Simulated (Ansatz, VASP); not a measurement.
## One calculation of TlPbF3, two programs

```
Tl Pb F
1.0
     4.77819    0.00000    0.00000
     0.00000    4.77819    0.00000
     0.00000    0.00000    4.77819
Tl Pb F
1 1 3
Cartesian
  0.0000 0.0000 0.0000
  2.3891 2.3891 2.3891
  2.3891 2.3891 0.0000
  2.3891 0.0000 2.3891
  0.0000 2.3891 2.3891
```

Alike in both runs: task single point; functional r2SCAN; k mesh 6 × 6 × 6; no spin polarisation.

```csv
,VASP,Ansatz
version,VASP 6.6.1,Ansatz 0.2.0
potentials or method,"VASP PAW PBE potentials, release 64 (Tl_d, Pb_d, F)","plane waves, PAW"
plane-wave cutoff (eV),520,500
occupations,"gaussian, width 0.01 eV",fixed
valence electrons in the cell,48,48
```

Ansatz gave:

- gap on the k mesh at the Fermi level (eV): 1.85
- pressure (GPa): 0.0

Estimate VASP's values.

gap on the k mesh at the Fermi level (eV): 1.86; pressure (GPa): -0.1.

VASP's potentials were made for PBE, not for r2SCAN.

Neither program's run includes spin-orbit coupling.
